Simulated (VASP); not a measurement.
# Al (P6_3/mmc) in VASP: further runs

Al is run at these levels: LDA; tasks: single point.

Everything below comes from runs of VASP 6.6.1. Logs are shortened: lines on timing, memory, paths and dates and some standing lists are left out, and cuts for length are marked.

### Step 1. The cell of the first run

Symmetry: P6_3/mmc, No. 194, hexagonal system. The conventional cell has a = 2.824 Å, b = 2.824 Å, c = 4.628 Å, α = 90.00°, β = 90.00°, γ = 120.00°. Within 3.7 Å of Al (site symmetry -6m2) lie 12 Al at 2.82 to 2.83 Å.

This isn't the form of Al at room conditions, which is fcc.

### Step 2. Single point, LDA

INCAR reads:

```
SYSTEM = Al
ALGO = Normal
EDIFF = 1E-6
ENCUT = 500
GGA = CA
GGA_COMPAT = .False.
ISIF = 2
ISMEAR = 0
LASPH = .True.
LCHARG = .False.
LREAL = .False.
LWAVE = .False.
NBANDS = 10
NELM = 120
PREC = Accurate
SIGMA = 0.15
```

KPOINTS reads:

```
k-points
0
Gamma
  18 18 10
  0 0 0
```

POSCAR reads:

```
Al
1.0
    2.8235000000      0.0000000000      0.0000000000
   -1.4117500000      2.4452227276      0.0000000000
    0.0000000000      0.0000000000      4.6277000000
Al
2
Direct
    0.6666666667      0.3333333333      0.7500000000
    0.3333333333      0.6666666667      0.2500000000
```

Potentials or basis: VASP PAW LDA potentials, release 64 (Al).

Started as:

```console
$ cat potpaw_LDA.64/Al/POTCAR > POTCAR
$ mpirun -np 1 vasp_std > vasp.out
```

OUTCAR:

```text
SYSTEM = Al
   EDIFF = 1E-6
   ENCUT = 500
   GGA = CA
   ISIF = 2
   ISMEAR = 0
   LASPH = .True.
   LREAL = .False.
   NELM = 120
   PREC = Accurate

 ion  position               nearest neighbor table
   1  0.667  0.333  0.750-   2 2.83   2 2.83   2 2.83   2 2.83   2 2.83   2 2.83
   2  0.333  0.667  0.250-   1 2.83   1 2.83   1 2.83   1 2.83   1 2.83   1 2.83

  LATTYP: Found a hexagonal cell.
 ALAT       =     2.8235000000
 C/A-ratio  =     1.6389941562

  Lattice vectors:

 A1 = (   2.8235000000,   0.0000000000,   0.0000000000)
 A2 = (  -1.4117500000,   2.4452227276,   0.0000000000)
 A3 = (   0.0000000000,   0.0000000000,   4.6277000000)

Analysis of symmetry for initial positions (statically):
=====================================================================
 Subroutine PRICEL returns:
 Original cell was already a primitive cell.

 Routine SETGRP: Setting up the symmetry group for a
 hexagonal supercell.

 Subroutine GETGRP returns: Found 24 space group operations
 (whereof 12 operations were pure point group operations)
 out of a pool of 24 trial point group operations.

The static configuration has the point symmetry D_3d.
 The point group associated with its full space group is D_6h.

Analysis of symmetry for dynamics (positions and initial velocities):
=====================================================================
 Subroutine PRICEL returns:
 Original cell was already a primitive cell.

 Routine SETGRP: Setting up the symmetry group for a
 hexagonal supercell.

 Subroutine GETGRP returns: Found 24 space group operations
 (whereof 12 operations were pure point group operations)
 out of a pool of 24 trial point group operations.

The dynamic configuration has the point symmetry D_3d.
 The point group associated with its full space group is D_6h.

 Subroutine INISYM returns: Found 24 space group operations
 (whereof 12 operations are pure point group operations),
 and found     1 'primitive' translations

----------------------------------------------------------------------------------------

                                     Primitive cell

  volume of cell :      31.9500

  direct lattice vectors                    reciprocal lattice vectors
     2.823500000  0.000000000  0.000000000     0.354170356  0.204480350  0.000000000
    -1.411750000  2.445222728  0.000000000     0.000000000  0.408960701  0.000000000
     0.000000000  0.000000000  4.627700000     0.000000000  0.000000000  0.216090066

  length of vectors
     2.823500000  2.823500000  4.627700000     0.408960701  0.408960701  0.216090066

  position of ions in fractional coordinates (direct lattice)
     0.666666667  0.333333333  0.750000000
     0.333333333  0.666666667  0.250000000

  ion indices of the primitive-cell ions
   primitive index   ion index
                 1           1
                 2           2

----------------------------------------------------------------------------------------

 KPOINTS: k-points

Automatic generation of k-mesh.
 Grid dimensions read from file:
 generate k-points for:   18   18   10

 Generating k-lattice:

  Cartesian coordinates                     Fractional coordinates (reciprocal lattice)
     0.019676131  0.011360019  0.000000000     0.055555556  0.000000000  0.000000000
     0.000000000  0.022720039  0.000000000     0.000000000  0.055555556  0.000000000
     0.000000000  0.000000000  0.021609007     0.000000000  0.000000000  0.100000000

  Length of vectors
     0.022720039  0.022720039  0.021609007

  Shift w.r.t. Gamma in fractional coordinates (k-lattice)
     0.000000000  0.000000000  0.000000000

 Subroutine IBZKPT returns following result:
 ===========================================

 Found    222 irreducible k-points:

 Following reciprocal coordinates:
            Coordinates               Weight
  0.000000  0.000000  0.000000      1.000000
  0.055556  0.000000  0.000000      6.000000
  0.111111  0.000000  0.000000      6.000000
  0.166667  0.000000  0.000000      6.000000
  0.222222  0.000000  0.000000      6.000000
  0.277778  0.000000  0.000000      6.000000
[... 16 lines left out ...]
  0.333333  0.111111  0.000000     12.000000
  0.388889  0.111111  0.000000     12.000000
 [... further k-points ...]
   k-points           NKPTS =    222   k-points in BZ     NKDIM =    222   number of bands    NBANDS=     10
   number of dos      NEDOS =    301   number of ions     NIONS =      2
   total plane-waves  NPLWV =  20736
   dimension x,y,z NGX =    24 NGY =   24 NGZ =   36
   dimension x,y,z NGXF=    48 NGYF=   48 NGZF=   72
   ions per type =               2
   NGX,Y,Z   is equivalent  to a cutoff of  14.13, 14.13, 12.93 a.u.
   NGXF,Y,Z  is equivalent  to a cutoff of  28.26, 28.26, 25.87 a.u.
 SYSTEM =  Al
   PREC   = accura    normal or accurate (medium, high low for compatibility)
   ISTART =      0    job   : 0-new  1-cont  2-samecut
   ICHARG =      2    charge: 1-file 2-atom 10-const
   ISPIN  =      1    spin polarized calculation?
   LNONCOLLINEAR =      F non collinear calculations
   LSORBIT =      F    spin-orbit coupling
   LASPH  =      T    aspherical Exc in radial PAW
   ENCUT  =  500.0 eV  36.75 Ry    6.06 a.u.   5.15  5.15  8.44*2*pi/ulx,y,z
   NELM   =    120;   NELMIN=  2; NELMDL= -5     # of ELM steps
   EDIFF  = 0.1E-05   stopping-criterion for ELM
   LREAL  =      F    real-space projection
   EDIFFG = 0.1E-04   stopping-criterion for IOM
   NSW    =      0    number of steps for IOM
   IBRION =     -1    ionic relax: 0-MD 1-quasi-New 2-CG
   NFREE  =      0    steps in history (QN), initial steepest desc. (CG)
   ISIF   =      2    stress and relaxation
   ISYM   =      2    0-nonsym 1-usesym 2-fastsym
   POTIM  = 0.5000    time-step for ionic-motion
   TEBEG  =    0.0;   TEEND  =   0.0 temperature during run
   PSTRESS=    0.0 pullay stress
   NELECT =       6.0000    total number of electrons
   NUPDOWN=      -1.0000    fix difference up-down
   EMIN   =  10.00;   EMAX   =-10.00  energy-range for DOS
   EFERMI =   0.00;   METHOD = LEGACY
   ISMEAR =     0;   SIGMA  =   0.15  broadening in eV -4-tet -1-fermi 0-gaus
   EFERMI_NEDOS =   21; number of points for ismear=-14 and -15
   IALGO  =     38    algorithm
   IMIX   =      4    mixing-type and parameters
     AMIX     =   0.40;   BMIX     =  1.00
     AMIX_MAG =   1.60;   BMIX_MAG =  1.00
  volume/ion in A,a.u.               =      15.98       107.80
  Fermi-wavevector in a.u.,A,eV,Ry     =   0.937493  1.771605 11.958071  0.878893
  Thomas-Fermi vector in A             =   2.064610
   LORBIT       =      0    0 simple, 1 ext, 2 COOP (PROOUT), +10 PAW based schemes
   GGA     = CA    functional components
   LHFCALC =     F    Hartree Fock is set to
   AEXX    =    0.0000 exact exchange contribution
   IVDW    =     0    specifies the selected vdW correction
   LEPSILON=     F    determine dielectric tensor
   LRPA    =     F    only Hartree local field effects (RPA)
 non-spin polarized calculation
 Gauss-broadening in eV      SIGMA  =   0.15
  energy-cutoff  :      500.00
  volume of cell :       31.95
 maximum number of plane-waves:       826
 NGX is ok and might be reduce to    24

 number of electron       6.0000000 magnetization

 Free energy of the ion-electron system (eV)
  ---------------------------------------------------
  ext. energy  EPLUGINS =         0.00000000
  ---------------------------------------------------
  free energy    TOTEN  =        -8.31590696 eV

  energy without entropy =       -8.30445133  energy(sigma->0) =       -8.31017914

 E-fermi :   8.1320     XC(G=0): -10.4652

 val. band max:        8.1196424020   @ k =   0.3889   0.1667   0.2000
 cond. band min:       8.1397940055   @ k =   0.2778   0.2222   0.2000
 fundamental gap:      0.0201516035
 Fermi energy:         8.1320075984

 k-point     1 :       0.0000    0.0000    0.0000
  band No.  band energies     occupation
      1      -3.1962      2.00000
      2       3.4357      2.00000
      3       3.6424      2.00000
      4      18.9062      0.00000
      5      18.9062      0.00000
      6      19.2887      0.00000
      7      19.2887      0.00000
      8      20.3282      0.00000
      9      22.4453      0.00000
     10      22.5337      0.00000

 k-point     2 :       0.0556    0.0000    0.0000
  band No.  band energies     occupation
      1      -3.1200      2.00000
      2       3.5061      2.00000
      3       3.7167      2.00000
      4      17.3301      0.00000
      5      17.9778      0.00000
      6      19.1610      0.00000
      7      20.3462      0.00000
      8      21.0001      0.00000
      9      22.4110      0.00000
     10      22.8843      0.00000

 k-point     3 :       0.1111    0.0000    0.0000
  band No.  band energies     occupation
      1      -2.8917      2.00000
      2       3.7175      2.00000
      3       3.9390      2.00000
      4      15.2428      0.00000
      5      17.0127      0.00000
      6      18.3907      0.00000
      7      20.8651      0.00000
      8      21.1299      0.00000
      9      21.6756      0.00000
     10      22.1359      0.00000

 k-point     4 :       0.1667    0.0000    0.0000
  band No.  band energies     occupation
      1      -2.5121      2.00000
      2       4.0697      2.00000
      3       4.3062      2.00000
      4      13.1668      0.00000
      5      16.1739      0.00000
      6      17.4710      0.00000
      7      19.1971      0.00000
      8      19.4354      0.00000
      9      21.7235      0.00000
     10      22.2983      0.00000
[... 222 lines left out ...]
 k-point    22 :       0.2778    0.1111    0.0000
  band No.  band energies     occupation
      1      -0.2573      2.00000
      2       6.1798      2.00000
      3       6.2765      2.00000
      4       7.9144      1.95984
      5      11.4346      0.00000
      6      13.8344      0.00000
      7      14.3717      0.00000
      8      17.8374      0.00000
      9      17.9205      0.00000
     10      19.2030      0.00000

 k-point    23 :       0.3333    0.1111    0.0000
  band No.  band energies     occupation
      1       0.7074      2.00000
      2       5.7983      2.00000
      3       7.0876      2.00000
      4       7.6566      1.99999
      5      10.9864      0.00000
      6      12.2456      0.00000
      7      12.9818      0.00000
      8      17.4585      0.00000
      9      17.6150      0.00000
     10      18.8884      0.00000

 k-point    24 :       0.3889    0.1111    0.0000
  band No.  band energies     occupation
      1       1.8100      2.00000
      2       4.4069      2.00000
      3       8.1126      1.14508
      4       8.5404      0.00012
      5      10.4490      0.00000
      6      10.8072      0.00000
      7      11.9553      0.00000
      8      17.2337      0.00000
      9      17.4305      0.00000
     10      18.6962      0.00000

 [... further k-points ...]
[... 5 lines left out ...]
  --------------------------------------------------------------------------------------
  -------------------------------------------------------------------------------------
  Total       -0.0142393     -0.0142393     -0.0312880      0.0000000     -0.0000000      0.0000000
  in kB       -0.7140511     -0.7140511     -1.5689799      0.0000000     -0.0000000      0.0000000
  external PRESSURE =      -0.9990274 kB  Pullay stress =       0.0000000 kB

 VOLUME and BASIS-vectors are now :
 -----------------------------------------------------------------------------
  energy-cutoff  :      500.00
  volume of cell :       31.95
      direct lattice vectors                 reciprocal lattice vectors
     2.823500000  0.000000000  0.000000000     0.354170356  0.204480350  0.000000000
    -1.411750000  2.445222728  0.000000000     0.000000000  0.408960701  0.000000000
     0.000000000  0.000000000  4.627700000     0.000000000  0.000000000  0.216090066

 POSITION                                       TOTAL-FORCE (eV/Angst)
 -----------------------------------------------------------------------------------
      1.41175      0.81507      3.47077        -0.000000      0.000000      0.000000
     -0.00000      1.63015      1.15692         0.000000     -0.000000      0.000000
 -----------------------------------------------------------------------------------
    total drift:                                0.000000     -0.000000     -0.000000

  FREE ENERGIE OF THE ION-ELECTRON SYSTEM (eV)
  ---------------------------------------------------
  free  energy   TOTEN  =        -8.3159069632 eV

  energy  without entropy=       -8.3044513260  energy(sigma->0) =       -8.31017914
```

Wall time 21 s (1 thread of Intel Xeon Platinum 8488C (Sapphire Rapids), shared host); peak memory 0.17 GiB.

Results:

```
Free energy            : -8.3159 eV
Pressure               : -0.1 GPa
Band gap on the k mesh : zero (bands 3 and 4 overlap by 7.42 eV)
```

Stress tensor (GPa, compression positive):
```
-0.07  0.00  0.00
 0.00 -0.07  0.00
 0.00  0.00 -0.16
```

Levels at points of the mesh, in eV from the Fermi level:
```
           k point  band 1  band 2  band 3  band 4  band 5  band 6  band 7
(0.00, 0.00, 0.00)  -11.33   -4.70   -4.49   10.77   10.77   11.16   11.16
(0.50, 0.00, 0.00)   -5.39   -5.21    0.61    1.13    1.50    1.78    5.73
(0.00, 0.00, 0.50)   -9.61   -9.61    3.42    3.42   12.00   12.00   12.00
(0.50, 0.00, 0.50)   -3.99   -3.99   -3.26   -3.26    7.19    7.19    7.67
```

### Step 3. Single point, LDA

This run uses another cell than the first one, of the same volume but with other edges.

INCAR reads:

```
PREC = Accurate ; ENCUT = 500
EDIFF = 1E-6 ; ISMEAR = 0
SIGMA = 0.15 ; LREAL = False
LASPH = True ; NELM = 120
ALGO = Normal ; ISIF = 2
LWAVE = False ; LCHARG = False
NBANDS = 10 ; GGA_COMPAT = False
```

KPOINTS reads:

```
regular mesh
0
Gamma
  22 22 12
```

POSCAR reads:

```
Al
1.0
    2.7394000000      0.0000000000      0.0000000000
   -1.3697000000      2.3723899911      0.0000000000
    0.0000000000      0.0000000000      4.9205000000
Al
2
Direct
    0.6666666667      0.3333333333      0.7500000000
    0.3333333333      0.6666666667      0.2500000000
```

Potentials or basis: VASP PAW LDA potentials, release 64 (Al).

Started as:

```console
$ cat potpaw_LDA.64/Al/POTCAR > POTCAR
$ mpirun -np 1 vasp_std > vasp.out
```

OUTCAR:

```text
PREC = Accurate
   ENCUT = 500
   EDIFF = 1E-6
   ISMEAR = 0
   LREAL = False
   LASPH = True
   NELM = 120
   ISIF = 2

 ion  position               nearest neighbor table
   1  0.667  0.333  0.750-   2 2.92   2 2.92   2 2.92   2 2.92   2 2.92   2 2.92
   2  0.333  0.667  0.250-   1 2.92   1 2.92   1 2.92   1 2.92   1 2.92   1 2.92

  LATTYP: Found a hexagonal cell.
 ALAT       =     2.7394000000
 C/A-ratio  =     1.7961962474

  Lattice vectors:

 A1 = (   2.7394000000,   0.0000000000,   0.0000000000)
 A2 = (  -1.3697000000,   2.3723899911,   0.0000000000)
 A3 = (   0.0000000000,   0.0000000000,   4.9205000000)

Analysis of symmetry for initial positions (statically):
=====================================================================
 Subroutine PRICEL returns:
 Original cell was already a primitive cell.

 Routine SETGRP: Setting up the symmetry group for a
 hexagonal supercell.

 Subroutine GETGRP returns: Found 24 space group operations
 (whereof 12 operations were pure point group operations)
 out of a pool of 24 trial point group operations.

The static configuration has the point symmetry D_3d.
 The point group associated with its full space group is D_6h.

[... 165 lines left out ...]
 cond. band min:       8.1102234913   @ k =   0.3636   0.0909   0.0833
 fundamental gap:      0.0119245819
 Fermi energy:         8.1031628258

 k-point     1 :       0.0000    0.0000    0.0000
  band No.  band energies     occupation
      1      -3.2067      2.00000
      2       2.5280      2.00000
      3       2.9939      2.00000
      4      18.7030      0.00000
      5      19.6172      0.00000
      6      20.4231      0.00000
      7      20.4231      0.00000
      8      20.4505      0.00000
      9      20.4505      0.00000
     10      23.7193      0.00000
[... 287 lines left out ...]
 k-point    24 :       0.1364    0.0909    0.0000
  band No.  band energies     occupation
      1      -2.1809      2.00000
      2       3.5261      2.00000
      3       3.9549      2.00000
      4      13.6348      0.00000
      5      14.7052      0.00000
      6      18.4996      0.00000
      7      19.2071      0.00000
      8      19.2089      0.00000
      9      20.5585      0.00000
     10      20.5868      0.00000

 [... further k-points ...]
[... 5 lines left out ...]
  --------------------------------------------------------------------------------------
  -------------------------------------------------------------------------------------
  Total        0.5178383      0.5178383     -0.5983107      0.0000000     -0.0000000      0.0000000
  in kB       25.9450175     25.9450175    -29.9768902      0.0000000     -0.0000000      0.0000000
  external PRESSURE =       7.3043816 kB  Pullay stress =       0.0000000 kB

 VOLUME and BASIS-vectors are now :
 -----------------------------------------------------------------------------
  energy-cutoff  :      500.00
  volume of cell :       31.98
      direct lattice vectors                 reciprocal lattice vectors
     2.739400000  0.000000000  0.000000000     0.365043440  0.210757928  0.000000000
    -1.369700000  2.372389991  0.000000000     0.000000000  0.421515857  0.000000000
     0.000000000  0.000000000  4.920500000     0.000000000  0.000000000  0.203231379

 POSITION                                       TOTAL-FORCE (eV/Angst)
 -----------------------------------------------------------------------------------
      1.36970      0.79080      3.69037        -0.000000     -0.000000      0.000000
     -0.00000      1.58159      1.23012         0.000000      0.000000      0.000000
 -----------------------------------------------------------------------------------
    total drift:                                0.000000     -0.000000      0.000000

  FREE ENERGIE OF THE ION-ELECTRON SYSTEM (eV)
  ---------------------------------------------------
  free  energy   TOTEN  =        -8.2897413349 eV

  energy  without entropy=       -8.2814773908  energy(sigma->0) =       -8.28560936
```

It took 32 s on 1 thread of Intel Xeon Platinum 8488C (Sapphire Rapids), shared host; peak memory 0.19 GiB.

Results:

| Quantity | Value |
| --- | --- |
| Free energy | -8.2897 eV |
| Pressure | 0.7 GPa |
| Band gap on the k mesh | zero (bands 3 and 4 overlap by 6.45 eV) |

Stress tensor (GPa, compression positive):
```
 2.59  0.00  0.00
 0.00  2.59  0.00
 0.00  0.00 -3.00
```

### Step 4. Single point, LDA

This run uses another cell than the first one, of 16.31 Å³/atom.

INCAR reads:

```
SYSTEM = Al
PREC = Accurate
ENCUT = 520
EDIFF = 1E-6
ISMEAR = 0
SIGMA = 0.15
LREAL = .False.
LASPH = .True.
NELM = 80
ALGO = Normal
ISIF = 2
LWAVE = .False.
LCHARG = .False.
GGA = CA
NBANDS = 10
```

KPOINTS reads:

```
Automatic mesh
0
Gamma
  18 18 10
  0 0 0
```

POSCAR reads:

```
Al
1.0
    2.7534000000      0.0000000000      0.0000000000
   -1.3767000000      2.3845143468      0.0000000000
    0.0000000000      0.0000000000      4.9674000000
Al
2
Direct
    0.6666666667      0.3333333333      0.7500000000
    0.3333333333      0.6666666667      0.2500000000
```

Started as:

```console
$ cat potpaw_LDA.64/Al/POTCAR > POTCAR
$ mpirun -np 1 vasp_std > vasp.out
```

Wall time 49 s (1 thread of AMD EPYC 7R13, shared host); peak memory 0.14 GiB.

The run converged. Its results:

```
Free energy            : -8.2871 eV
Pressure               : -0.8 GPa
Band gap on the k mesh : zero (bands 3 and 4 overlap by 6.33 eV)
```

Stress tensor (GPa, compression positive):
```
 1.09  0.00  0.00
 0.00  1.09  0.00
 0.00  0.00 -4.60
```

Levels at points of the mesh, in eV from the Fermi level:
```tsv
k point	band 1	band 2	band 3	band 4	band 5	band 6	band 7	band 8
(0.00, 0.00, 0.00)	-11.16	-5.57	-5.02	10.45	11.20	12.23	12.23	12.30
(0.50, 0.00, 0.00)	-4.85	-4.82	0.30	0.69	1.11	1.48	6.85	8.29
(0.00, 0.00, 0.50)	-9.67	-9.67	1.73	1.73	13.08	13.08	13.08	13.08
(0.50, 0.00, 0.50)	-3.76	-3.76	-2.98	-2.98	7.31	7.31	7.42	7.42
```

### Step 5. Overview

```tsv
cell	k mesh	cutoff (eV)	mended	gap on the mesh (eV)	pressure (GPa)
a = 2.824, b = 2.824, c = 4.628 Å, angles 90.0, 90.0, 120.0°, 2 atoms	18 × 18 × 10	500	-	none	-0.1
a = 2.739, b = 2.739, c = 4.920 Å, angles 90.0, 90.0, 120.0°, 2 atoms	22 × 22 × 12	500	yes	none	0.7
a = 2.753, b = 2.753, c = 4.967 Å, angles 90.0, 90.0, 120.0°, 2 atoms	18 × 18 × 10	520	-	none	-0.8
```

Alike in all rows: task single point; level LDA; potentials or basis VASP PAW LDA potentials, release 64 (Al); no spin polarisation; smearing gaussian 0.15 eV.

Total energies depend on the potentials used, so only differences within one code and one set of settings carry meaning.
